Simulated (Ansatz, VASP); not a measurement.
**One calculation of BiB, two programs**

```
CELL_PARAMETERS angstrom
0.00000 2.74487 2.74487
2.74487 0.00000 2.74487
2.74487 2.74487 0.00000
ATOMIC_POSITIONS crystal
B 0.00000 0.00000 0.00000
Bi 0.25000 0.25000 0.25000
```

Alike in both runs: task single point; functional PBEsol; k mesh 6 × 6 × 6; occupations methfessel-paxton of order 1, width 0.5 eV; no spin polarisation.

```csv
,VASP,Ansatz
version,VASP 6.6.1,Ansatz 0.2.0
potentials or method,"VASP PAW PBE potentials, release 64 (B, Bi_d)",plane waves
plane-wave cutoff (eV),520,420
valence electrons in the cell,18,18
```

VASP gave:

| Item | Value |
| --- | --- |
| pressure (GPa) | -1.6 |

Q: Estimate Ansatz's values.

A: Pressure (GPa): -1.5.

VASP's potentials were made for PBE, not for PBEsol.

Neither program's run includes spin-orbit coupling.
